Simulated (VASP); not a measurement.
A run of VASP 6.6.1 is set up as follows.

Contents of INCAR:

```
SYSTEM = Al3Cl
PREC = Accurate
ENCUT = 520
EDIFF = 1E-6
ISMEAR = 0
SIGMA = 0.1
LREAL = .FALSE.
LASPH = .TRUE.
NELM = 80
ALGO = Normal
ISIF = 2
LWAVE = .FALSE.
LCHARG = .FALSE.
GGA = PE
NBANDS = 16
```

KPOINTS

```
Automatic mesh
0
G
  6 6 4
  0 0 0
```

File POSCAR:

```
Al3Cl
1.0
    4.5846716200      0.0000000000      0.0000000000
   -2.2923358100      3.9704420900      0.0000000000
    0.0000000000      0.0000000000      4.5067131200
Al Cl
3 1
Direct
    0.5000000000      0.0000000000      0.5000000000
    0.0000000000      0.5000000000      0.5000000000
    0.5000000000      0.5000000000      0.5000000000
    0.0000000000      0.0000000000      0.0000000000
```

Potentials or basis: VASP PAW PBE potentials, release 64 (Al, Cl).

Run with:

```sh
$ cat potpaw_PBE.64/Al/POTCAR potpaw_PBE.64/Cl/POTCAR > POTCAR
$ mpirun -np 1 vasp_std > vasp.out
```

Problem. Predict the pressure.

Solution. 22.8 GPa.

Problem. Estimate the band gap on the k mesh.

Solution. Zero (bands 8 and 9 overlap by 1.32 eV).

Stress tensor (GPa, compression positive):
```
31.81  0.00  0.00
 0.00 31.81  0.00
 0.00  0.00  4.64
```

Caveat: the cell stands under pressure.
